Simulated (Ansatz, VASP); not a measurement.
## Two plane-wave programs on NaTi2B6

```xyz
9
Lattice="2.6573 1.5342 3.3638 -2.6573 1.5342 3.3638 0.0000 -3.0683 3.3638" Properties=species:S:1:pos:R:3 pbc="T T T"
Na    0.0000    0.0000    5.0457
Ti    0.0000    0.0000    8.4379
Ti    0.0000    0.0000    1.6536
B    -0.9111    1.5342    3.3638
B    -0.8731   -1.5562    3.3638
B     1.7842    0.0220    3.3638
B     0.9111    1.5342    3.3638
B    -1.7842    0.0220    3.3638
B     0.8731   -1.5562    3.3638
```

Alike in both runs: task single point; functional PBE; k mesh 6 × 6 × 6; occupations gaussian, width 0.1 eV; collinear spin.

```csv
,VASP,Ansatz
version,VASP 6.6.1,Ansatz 0.2.0
potentials or method,"VASP PAW PBE potentials, release 64 (Na_pv, Ti_sv, B), cutoff 520 eV","scalar-relativistic, plane waves, PAW"
valence electrons in the cell,49,51
```

VASP gave:

| Quantity | Value |
| --- | --- |
| gap on the k mesh at the Fermi level (eV) | none |
| pressure (GPa) | 0.1 |
| traceless stress, the component that is largest in VASP (GPa) | -0.11 |
| net moment per atom (μB) | 0.00 |

Task: Which values does Ansatz return?

Result: gap on the k mesh at the Fermi level (eV): none; pressure (GPa): -0.1; traceless stress, the component that is largest in VASP (GPa): -0.15; net moment per atom (μB): 0.00.

A gap of «none» marks a metal or a gap that the smearing closes. With one functional, cell and mesh, what is left measures potentials, basis and numerics. VASP's potentials hold 49 valence electrons a cell and Ansatz's 51, so a difference there can come from the potentials and not from the codes. Ansatz's warnings: seeded moment not kept.
